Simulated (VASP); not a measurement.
# CdO (Fm-3m) in VASP: notebook, part 2 of 2

VASP 6.6.1. Earlier steps stand in the parts before.

## 4. Single point, r2SCAN

POSCAR reads:

```
CdO
1.0
    0.0000000000      2.3436118100      2.3436118100
    2.3436118100      0.0000000000      2.3436118100
    2.3436118100      2.3436118100      0.0000000000
Cd O
1 1
Direct
    0.0000000000      0.0000000000      0.0000000000
    0.5000000000      0.5000000000      0.5000000000
```

INCAR.step1 reads:

```
SYSTEM = CdO
  PREC = Accurate
  ENCUT = 660
  ISMEAR = -4
  SIGMA = 0.1
  LREAL = .False.
  LASPH = .True.
  NELM = 120
  NBANDS = 16
  GGA = PE
  ALGO = Normal
  EDIFF = 1E-5
  LWAVE = .True.
  LCHARG = .False.
  GGA_COMPAT = .False.
```

INCAR.step2 reads:

```
SYSTEM = CdO
  PREC = Accurate
  ENCUT = 660
  EDIFF = 1E-6
  ISMEAR = -4
  SIGMA = 0.1
  LREAL = .False.
  LASPH = .True.
  NELM = 120
  ALGO = Normal
  ISIF = 2
  LWAVE = .False.
  LCHARG = .False.
  METAGGA = R2SCAN
  LMIXTAU = .True.
  NBANDS = 16
  ISTART = 1
  GGA_COMPAT = .False.
```

KPOINTS reads:

```
regular mesh
0
Gamma
  7 7 7
  0 0 0
```

Potentials or basis: VASP PAW PBE potentials, release 64 (Cd, O).

Started as:

```bash
$ cat potpaw_PBE.64/Cd/POTCAR potpaw_PBE.64/O/POTCAR > POTCAR
$ cp INCAR.step1 INCAR
$ mpirun -np 1 vasp_std > vasp.out
$ cp INCAR.step2 INCAR
$ mpirun -np 1 vasp_std > vasp.out
```

OUTCAR:

```text
SYSTEM = CdO
   PREC = Accurate
   ENCUT = 660
   EDIFF = 1E-6
   ISMEAR = -4
   LREAL = .False.
   LASPH = .True.
   NELM = 120
   ISIF = 2
   METAGGA = R2SCAN
   ISTART = 1

 ion  position               nearest neighbor table
   1  0.000  0.000  0.000-   2 2.34   2 2.34   2 2.34   2 2.34   2 2.34   2 2.34
   2  0.500  0.500  0.500-   1 2.34   1 2.34   1 2.34   1 2.34   1 2.34   1 2.34

  LATTYP: Found a face centered cubic cell.
 ALAT       =     4.6872236200

[... 562 lines left out ...]
     16      28.2270      0.00000

------------------------ aborting loop because EDIFF is reached ----------------------------------------

  FORCE on cell =-STRESS in cart. coord.  units (eV):
  Direction    XX          YY          ZZ          XY          YZ          ZX
  --------------------------------------------------------------------------------------
  -------------------------------------------------------------------------------------
  Total        0.5527794      0.5527794      0.5527794      0.0000000      0.0000000      0.0000000
  in kB       34.4013430     34.4013430     34.4013430      0.0000000      0.0000000      0.0000000
  external PRESSURE =      34.4013430 kB  Pullay stress =       0.0000000 kB

 VOLUME and BASIS-vectors are now :
 -----------------------------------------------------------------------------
  energy-cutoff  :      660.00
  volume of cell :       25.74
      direct lattice vectors                 reciprocal lattice vectors
     0.000000000  2.343611810  2.343611810    -0.213345912  0.213345912  0.213345912
     2.343611810  0.000000000  2.343611810     0.213345912 -0.213345912  0.213345912
     2.343611810  2.343611810  0.000000000     0.213345912  0.213345912 -0.213345912

 POSITION                                       TOTAL-FORCE (eV/Angst)
 -----------------------------------------------------------------------------------
      0.00000      0.00000      0.00000         0.000000     -0.000000      0.000000
      2.34361      2.34361      2.34361        -0.000000      0.000000     -0.000000
 -----------------------------------------------------------------------------------
    total drift:                                0.000000      0.000000      0.000000

  FREE ENERGIE OF THE ION-ELECTRON SYSTEM (eV)
  ---------------------------------------------------
  free  energy   TOTEN  =       -28.5564072556 eV

  energy  without entropy=      -28.5564072556  energy(sigma->0) =      -28.55640726
```

OUTCAR.step1:

```text
SYSTEM = CdO
   PREC = Accurate
   ENCUT = 660
   ISMEAR = -4
   LREAL = .False.
   LASPH = .True.
[... 596 lines left out ...]
      0.00000      0.00000      0.00000        -0.000000      0.000000      0.000000
      2.34361      2.34361      2.34361         0.000000     -0.000000     -0.000000
 -----------------------------------------------------------------------------------
    total drift:                                0.000000      0.000000      0.000000

  FREE ENERGIE OF THE ION-ELECTRON SYSTEM (eV)
  ---------------------------------------------------
  free  energy   TOTEN  =        -7.6873467356 eV

  energy  without entropy=       -7.6873467356  energy(sigma->0) =       -7.68734674
```

OSZICAR.step1:

```text
N       E                     dE             d eps       ncg     rms          rms(c)
DAV:   1     0.131512863911E+03    0.13151E+03   -0.11978E+04   664   0.140E+03
DAV:   2    -0.558256985054E+01   -0.13710E+03   -0.12588E+03   744   0.315E+02
DAV:   3    -0.948675494422E+01   -0.39042E+01   -0.38991E+01   760   0.577E+01
DAV:   4    -0.949721799014E+01   -0.10463E-01   -0.10463E-01   800   0.283E+00
DAV:   5    -0.949724923054E+01   -0.31240E-04   -0.31240E-04   776   0.135E-01    0.107E+01
DAV:   6    -0.773921473171E+01    0.17580E+01   -0.47948E+00   856   0.378E+01    0.942E+00
DAV:   7    -0.770696021320E+01    0.32255E-01   -0.69562E-01   680   0.805E+00    0.483E+00
DAV:   8    -0.769069190223E+01    0.16268E-01   -0.95444E-02   664   0.277E+00    0.730E-01
DAV:   9    -0.768722070171E+01    0.34712E-02   -0.80178E-03   792   0.950E-01    0.108E-01
DAV:  10    -0.768731635399E+01   -0.95652E-04   -0.74519E-04   704   0.296E-01    0.398E-02
DAV:  11    -0.768735084594E+01   -0.34492E-04   -0.60979E-05   736   0.772E-02    0.213E-02
DAV:  12    -0.768734673561E+01    0.41103E-05   -0.10314E-05   528   0.327E-02
   1 F= -.76873467E+01 E0= -.76873467E+01  d E =0.000000E+00
```

It took 56 s on 1 thread of Intel Xeon 8259CL, shared host; peak memory 0.17 GiB.

What came out:

```
Free energy            : -28.5564 eV
Pressure               : 3.4 GPa
Band gap on the k mesh : 0.15 eV (least direct gap 1.47 eV)
```

Levels at points of the mesh, in eV from the valence-band top:
```csv
k point,band 5,band 6,band 7,band 8,band 9,band 10,band 11,band 12,band 13,band 14
"(0.00, 0.00, 0.00)",-6.50,-6.50,-1.32,-1.32,-1.32,0.15,15.80,17.89,17.89,17.89
```

Caveat: the cell stands under pressure; the PAW data sets were made with another functional, which shifts forces and pressure a little; an odd mesh through Γ misses points on the zone boundary, where band edges can lie.

## 5. Overview

| level | cutoff (eV) | smearing | gap on the mesh (eV) | pressure (GPa) |
| --- | --- | --- | --- | --- |
| PBE | 600 | fermi-dirac 0.1068 eV | none | 8.6 |
| r2SCAN | 660 | fermi-dirac 0.1068 eV | - | 3.5 |
| r2SCAN | 660 | tetrahedron | 0.15 | 3.4 |

Alike in all rows: task single point; potentials or basis VASP PAW PBE potentials, release 64 (Cd, O); no spin polarisation; cell as given; k mesh 7 × 7 × 7.

The pressure there spans 3.4 GPa (r2SCAN) to 8.6 GPa (PBE); a positive pressure means that this level wants a larger cell, a negative one a smaller.

Caveats: the cell stands under pressure; the PAW data sets were made with another functional, which shifts forces and pressure a little (at least some runs); semilocal functionals underestimate gaps, so a narrow gap can read as zero (at least some runs); an odd mesh through Γ misses points on the zone boundary, where band edges can lie (at least some runs).

Total energies depend on the potentials used, so only differences within one code and one set of settings carry meaning.
